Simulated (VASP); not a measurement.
A run of VASP 6.6.1:

The input INCAR:

```
SYSTEM = SrAl2O2
ALGO = Normal
EDIFF = 1E-6
EDIFFG = -0.04
ENCUT = 600
GGA = PE
IBRION = 2
ISIF = 3
ISMEAR = 0
LASPH = .True.
LCHARG = .False.
LREAL = .False.
LWAVE = .False.
NELM = 60
NSW = 90
PREC = Accurate
SIGMA = 0.1
```

KPOINTS

```
k-points
0
Gamma
  4 4 4
  0 0 0
```

POSCAR

```
SrAl2O2
1.0
    4.0086524400      0.0000000000      0.0000000000
    0.0000000000      4.0086524400      0.0000000000
    0.0000000000      0.0000000000      5.4376190000
Sr Al O
1 2 2
Direct
    0.0000000000      0.0000000000      0.0000000000
    0.5000000000      0.5000000000      0.2399999900
    0.5000000000      0.5000000000      0.7600000100
    0.0000000000      0.5000000000      0.5000000000
    0.5000000000      0.0000000000      0.5000000000
```

Potentials or basis: VASP PAW PBE potentials, release 64 (Sr_sv, Al, O).

Command:

```console
$ cat potpaw_PBE.64/Sr_sv/POTCAR potpaw_PBE.64/Al/POTCAR potpaw_PBE.64/O/POTCAR > POTCAR
$ mpirun -np 1 vasp_std > vasp.out
```

Hardware: 1 thread of Intel(R) Xeon(R) Platinum 8488C (Sapphire Rapids) (shared host).

Q: How long does it take, and how much memory?

A: Run time: 2.4 min on 1 thread of Intel(R) Xeon(R) Platinum 8488C (Sapphire Rapids) (shared host), peak memory 0.25 GiB. Counts: scf iterations 86, k points 18, ion steps 10.
